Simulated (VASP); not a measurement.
# HfTi2S4 in VASP: a series of runs, part 3 of 3

VASP 6.6.1. The steps go on from the part before.

## (6) Relaxation of cell and atoms, PBE, collinear spin

This run uses another cell than the first one, of 19.39 Å³/atom.

INCAR reads:

```
SYSTEM = HfTi2S4
  PREC = Accurate
  ENCUT = 600
  EDIFF = 1E-7
  ISMEAR = 0
  SIGMA = 0.15
  LREAL = .FALSE.
  LASPH = .TRUE.
  NELM = 150
  ALGO = Normal
  ISIF = 3
  LWAVE = .FALSE.
  LCHARG = .FALSE.
  ISPIN = 2
  MAGMOM = 0 1 1 0 0 0 0
  LORBIT = 11
  LMAXMIX = 4
  GGA = PE
  IBRION = 2
  NSW = 36
  EDIFFG = -0.08
```

KPOINTS reads:

```
Automatic mesh
0
G
  4 4 1
  0 0 0
```

POSCAR reads:

```
HfTi2S4
1.0
    3.4200000000      0.0000000000      0.0000000000
   -1.7100000000      2.9618068800      0.0000000000
    0.0000000000      0.0000000000     13.4000000000
Hf Ti S
1 2 4
Direct
    0.0000000000      0.0000000000      0.0000000000
    0.0000000000      0.0000000000      0.7650000000
    0.0000000000      0.0000000000      0.2350000000
    0.6666666700      0.3333333300      0.8800000000
    0.3333333300      0.6666666700      0.1200000000
    0.6666666700      0.3333333300      0.3600000000
    0.3333333300      0.6666666700      0.6400000000
```

Potentials or basis: VASP PAW PBE potentials, release 64 (Hf_pv, Ti_sv, S).

The run is started by

```
cat potpaw_PBE.64/Hf_pv/POTCAR potpaw_PBE.64/Ti_sv/POTCAR potpaw_PBE.64/S/POTCAR > POTCAR
mpirun -np 1 vasp_std > vasp.out
```

OUTCAR:

```text
SYSTEM = HfTi2S4
   PREC = Accurate
   ENCUT = 600
   EDIFF = 1E-7
   ISMEAR = 0
   LREAL = .FALSE.
   LASPH = .TRUE.
   NELM = 150
   ISIF = 3
   ISPIN = 2
   LORBIT = 11
   GGA = PE
   IBRION = 2
   NSW = 36
   EDIFFG = -0.08

 ion  position               nearest neighbor table
   1  0.000  0.000  0.000-   4 2.55   5 2.55   5 2.55   4 2.55   4 2.55   5 2.55   2 3.15   3 3.15

   2  0.000  0.000  0.765-   4 2.50   4 2.50   4 2.50   7 2.59   7 2.59   7 2.59   1 3.15
   3  0.000  0.000  0.235-   5 2.50   5 2.50   5 2.50   6 2.59   6 2.59   6 2.59   1 3.15
   4  0.667  0.333  0.880-   2 2.50   2 2.50   2 2.50   1 2.55   1 2.55   1 2.55
   5  0.333  0.667  0.120-   3 2.50   3 2.50   3 2.50   1 2.55   1 2.55   1 2.55
   6  0.667  0.333  0.360-   3 2.59   3 2.59   3 2.59
   7  0.333  0.667  0.640-   2 2.59   2 2.59   2 2.59

  LATTYP: Found a hexagonal cell.
 ALAT       =     3.4200000000
 C/A-ratio  =     3.9181286550

  Lattice vectors:

 A1 = (   3.4200000000,   0.0000000000,   0.0000000000)
 A2 = (  -1.7100000000,   2.9618068800,   0.0000000000)
 A3 = (   0.0000000000,   0.0000000000,  13.4000000000)

Analysis of symmetry for initial positions (statically):
=====================================================================
 Subroutine PRICEL returns:
 Original cell was already a primitive cell.

 Routine SETGRP: Setting up the symmetry group for a
 hexagonal supercell.

 Subroutine GETGRP returns: Found 12 space group operations
 (whereof 12 operations were pure point group operations)
 out of a pool of 24 trial point group operations.

[... 503 lines left out ...]
  ext. energy  EPLUGINS =         0.00000000
  ---------------------------------------------------
  free energy    TOTEN  =       -51.70924465 eV

  energy without entropy =      -51.66521806  energy(sigma->0) =      -51.68723136

 E-fermi :   6.1983     XC(G=0): -10.1875

 val. band max:        6.1596150677   @ k =   0.2500   0.0000   0.0000
 cond. band min:       6.3751522033   @ k =   0.2500   0.0000   0.0000
 fundamental gap:      0.2155371356
 Fermi energy:         6.1982513543

 spin component 1

 k-point     1 :       0.0000    0.0000    0.0000
  band No.  band energies     occupation
      1     -51.3281      1.00000
      2     -51.3281      1.00000
      3     -27.5773      1.00000
      4     -27.5759      1.00000
      5     -27.5555      1.00000
      6     -27.5555      1.00000
[... 141 lines left out ...]
     34       7.9266      0.00000
     35       7.9693      0.00000
 Fermi energy:         6.1982513543

 spin component 2

 k-point     1 :       0.0000    0.0000    0.0000
  band No.  band energies     occupation
      1     -51.3281      1.00000
      2     -51.3281      1.00000
      3     -27.5773      1.00000
      4     -27.5759      1.00000
      5     -27.5555      1.00000
      6     -27.5555      1.00000
[... 175 lines left out ...]
  FREE ENERGIE OF THE ION-ELECTRON SYSTEM (eV)
  ---------------------------------------------------
  free  energy   TOTEN  =       -51.7092446479 eV

  energy  without entropy=      -51.6652180626  energy(sigma->0) =      -51.68723136

 reached required accuracy - stopping structural energy minimisation

 total charge

# of ion       s       p       d       tot
------------------------------------------
    1        0.270   6.417   1.715   8.402
    2        2.172   6.147   1.919  10.238
    3        2.172   6.147   1.919  10.238
    4        1.313   2.447   0.000   3.760
    5        1.313   2.447   0.000   3.760
    6        1.355   2.379   0.000   3.734
    7        1.355   2.379   0.000   3.734
--------------------------------------------------
tot          9.950  28.361   5.553  43.864

 magnetization (x)

# of ion       s       p       d       tot
------------------------------------------
    1        0.000   0.000  -0.000  -0.000
    2        0.000   0.000   0.000   0.000
    3        0.000   0.000   0.000   0.000
    4       -0.000   0.000   0.000   0.000
    5       -0.000   0.000   0.000   0.000
    6       -0.000  -0.000   0.000  -0.000
    7       -0.000  -0.000   0.000  -0.000
--------------------------------------------------
tot         -0.000  -0.000   0.000   0.000
```

OSZICAR:

```text
N       E                     dE             d eps       ncg     rms          rms(c)
DAV:   1     0.662225551644E+03    0.66223E+03   -0.30989E+04   560   0.188E+03
DAV:   2     0.403560555931E+02   -0.62187E+03   -0.61089E+03   582   0.509E+02
[... 127 lines left out ...]
DAV:   4    -0.517092071519E+02    0.41983E-03   -0.25591E-03   798   0.293E-01    0.546E-02
DAV:   5    -0.517092293898E+02   -0.22238E-04   -0.24947E-04   820   0.671E-02    0.482E-02
DAV:   6    -0.517092382179E+02   -0.88281E-05   -0.14204E-05   704   0.232E-02    0.311E-02
DAV:   7    -0.517092454064E+02   -0.71886E-05   -0.31907E-05   874   0.235E-02    0.761E-03
DAV:   8    -0.517092447411E+02    0.66532E-06   -0.77580E-06   800   0.108E-02    0.505E-03
DAV:   9    -0.517092446479E+02    0.93198E-07   -0.66451E-07   654   0.310E-03
   9 F= -.51709245E+02 E0= -.51687231E+02  d E =-.587428E-03  mag=     0.0000
```

It took 5.8 min on 1 thread of AMD EPYC 9R45 (Zen 5), shared host; peak memory 0.33 GiB.

What came out:

| Property | Result |
| --- | --- |
| Free energy | -51.7092 eV |
| Relaxed volume | 19.14 Å³/atom |
| Relaxed cell | a = 3.380 Å, b = 3.380 Å, c = 13.540 Å, α = 90.00°, β = 90.00°, γ = 120.00° |
| Space group after relaxing (to 0.1 Å) | P-3m1 (No. 164) |
| Energy gained by relaxing | 157.1 meV/atom |
| Ionic steps | 9 |
| Pressure after relaxing | 0.1 GPa |
| Largest force after relaxing | 0.038 eV/Å |
| Band gap on the k mesh | zero (filled and empty bands overlap) |
| Net moment | 0.00 μB per cell |
| Valence electrons inside the program's atomic spheres | Hf 8.40; Ti 10.24; S 3.76, 3.73 (each value once) |

Forces on the atoms (eV/Å):
```
Hf   0.000  0.000  0.000
Ti   0.000  0.000 -0.032
Ti   0.000  0.000  0.032
S    0.000  0.000  0.006
S    0.000  0.000 -0.006
S    0.000  0.000  0.038
S    0.000  0.000 -0.038
```

Step by step:
```csv
step,energy change (eV),largest force (eV/Å),pressure (GPa),volume (Å³)
1,0.0000,3.3096,-3.67,135.73
2,-0.8615,1.0072,7.22,127.20
3,-0.9016,0.9224,4.88,128.56
4,-1.0709,0.3019,-1.32,136.95
5,-1.0806,0.2783,-0.29,135.28
6,-1.0949,0.1187,-0.28,134.79
7,-1.0992,0.0892,-0.24,134.36
8,-1.0995,0.0813,0.35,133.70
9,-1.0998,0.0379,0.10,133.98
```

Final structure:
```cif
data_structure
_symmetry_space_group_name_H-M 'P 1'
_symmetry_Int_Tables_number 1
_cell_length_a 3.3803
_cell_length_b 3.3803
_cell_length_c 13.5397
_cell_angle_alpha 90.000
_cell_angle_beta 90.000
_cell_angle_gamma 120.000
_cell_volume 133.98
loop_
_atom_site_label
_atom_site_type_symbol
_atom_site_fract_x
_atom_site_fract_y
_atom_site_fract_z
_atom_site_occupancy
Hf1 Hf 0.00000 0.00000 0.00000 1
Ti1 Ti 0.00000 0.00000 0.75150 1
Ti2 Ti 0.00000 0.00000 0.24850 1
S1 S 0.66667 0.33333 0.87367 1
S2 S 0.33333 0.66667 0.12633 1
S3 S 0.66667 0.33333 0.35032 1
S4 S 0.33333 0.66667 0.64968 1
```

Levels at points of the mesh, in eV from the Fermi level:
Spin up:
```
           k point  band 26  band 27  band 28  band 29  band 30  band 31  band 32  band 33
(0.00, 0.00, 0.00)    -1.35    -1.35    -0.72     0.23     0.23     0.39     0.39     0.74
(0.50, 0.00, 0.00)    -2.37    -2.27    -1.81    -0.40    -0.19     1.54     1.54     1.78
```
Spin down:
| k point | band 27 | band 28 | band 29 | band 30 | band 31 | band 32 |
| --- | --- | --- | --- | --- | --- | --- |
| (0.00, 0.00, 0.00) | -1.35 | -0.72 | 0.23 | 0.23 | 0.39 | 0.39 |
| (0.50, 0.00, 0.00) | -2.27 | -1.81 | -0.40 | -0.19 | 1.54 | 1.54 |

Caveat: the k points lie up to 0.54 Å⁻¹ apart in the final cell; spin-orbit coupling is left out, which moves the levels of the heavy elements; this functional lacks dispersion, which binds the layers, so the pressure and a relaxed spacing across them are unreliable; the relaxation stopped at a loose force limit of 0.08 eV/Å, so its end isn't a converged minimum.

## (7) Summary

| task | spin | cell | k mesh | cutoff (eV) | smearing | gap on the mesh (eV) | pressure (GPa) | moment (μB) | largest force (eV/Å) |
| --- | --- | --- | --- | --- | --- | --- | --- | --- | --- |
| single point | off | a = 3.366, b = 3.366, c = 12.910 Å, angles 90.0, 90.0, 120.0°, 7 atoms, atomic positions A | 6 × 6 × 2 | 520 | gaussian 0.2 eV | none | -0.2 | - | 0.09 |
| single point | collinear | a = 3.376, b = 3.376, c = 12.796 Å, angles 90.0, 90.0, 120.0°, 7 atoms, atomic positions A | 4 × 4 × 1 | 520 | gaussian 0.15 eV | none | 0.3 | 0.00 | 0.06 |
| single point | off | a = 3.375, b = 3.375, c = 12.925 Å, angles 89.9, 90.2, 120.0°, 7 atoms, atomic positions B | 6 × 6 × 2 | 520 | gaussian 0.2 eV | none | -0.2 | - | 0.05 |
| single point | off | a = 3.366, b = 3.366, c = 12.910 Å, angles 90.0, 90.0, 120.0°, 7 atoms, atomic positions A | 12 × 12 × 4 | 520 | gaussian 0.1 eV | none | -0.2 | - | 0.05 |
| relaxation of cell and atoms | collinear | relaxed from a = 3.420, b = 3.420, c = 13.400 Å, angles 90.0, 90.0, 120.0°, 7 atoms, atomic positions C | 4 × 4 × 1 | 600 | gaussian 0.15 eV | none | 0.1 | 0.00 | 0.04 |

Alike in all rows: level PBE; potentials or basis VASP PAW PBE potentials, release 64 (Hf_pv, Ti_sv, S).

Caveats: some runs use coarse meshes; spin-orbit coupling is left out, which moves the levels of the heavy elements; this functional lacks dispersion, which binds the layers, so the pressure and a relaxed spacing across them are unreliable (at least some runs); the relaxation stopped at a loose force limit of 0.08 eV/Å, so its end isn't a converged minimum (at least some runs).

Total energies depend on the potentials used, so only differences within one code and one set of settings carry meaning.
